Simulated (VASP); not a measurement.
BaTiO3, 5 atoms in the cell. It takes space group P4mm (No. 99, tetragonal). The conventional cell has a = 4.092 Å, b = 4.092 Å, c = 4.037 Å, α = 90.00°, β = 90.00°, γ = 90.00°. Ba (site symmetry 4mm) has 12 O at 2.83 to 2.92 Å and 8 Ti at 3.49 to 3.57 Å within 3.7 Å. Ti (site symmetry 4mm) has 6 O at 1.83 to 2.21 Å within 2.4 Å. O (site symmetry 2mm) has 2 Ti at 2.05 Å within 2.7 Å. O (site symmetry 4mm) has 2 Ti at 1.83 to 2.21 Å within 2.4 Å.  This cell differs from its parent crystal: biaxial strain in the a-b plane: +3.0 %.

| Quantity | Value |
| --- | --- |
| Program | VASP 6.6.1 |
| Task | single point |
| Functional | r2SCAN |
| Potentials or basis | VASP PAW PBE potentials, release 64 (Ba_sv, Ti_sv, O) |
| Cutoff | 520 eV |
| k mesh | 8 × 8 × 8 |
| Occupations | gaussian, width 0.02 eV |
| Spin | no spin polarisation |
| Dipole correction | no |
| Further INCAR settings | ALGO = Normal; EDIFF = 1e-07; NBANDS = 28 |

Potentials or basis: VASP PAW PBE potentials, release 64 (Ba_sv, Ti_sv, O).

Run with:

```console
$ cat potpaw_PBE.64/Ba_sv/POTCAR potpaw_PBE.64/Ti_sv/POTCAR potpaw_PBE.64/O/POTCAR > POTCAR
$ cp INCAR.step1 INCAR
$ mpirun -np 1 vasp_std > vasp.out
$ cp INCAR.step2 INCAR
$ mpirun -np 1 vasp_std > vasp.out
```

Hardware: 1 thread of AMD EPYC 7R43 64-Core Processor (Zen 3), on a shared host.

Q: How long does it take, and how much memory?

A: It took 12 min on 1 thread of AMD EPYC 7R43 64-Core Processor (Zen 3), on a shared host, peak memory 0.24 GiB. Counts: k points 75.
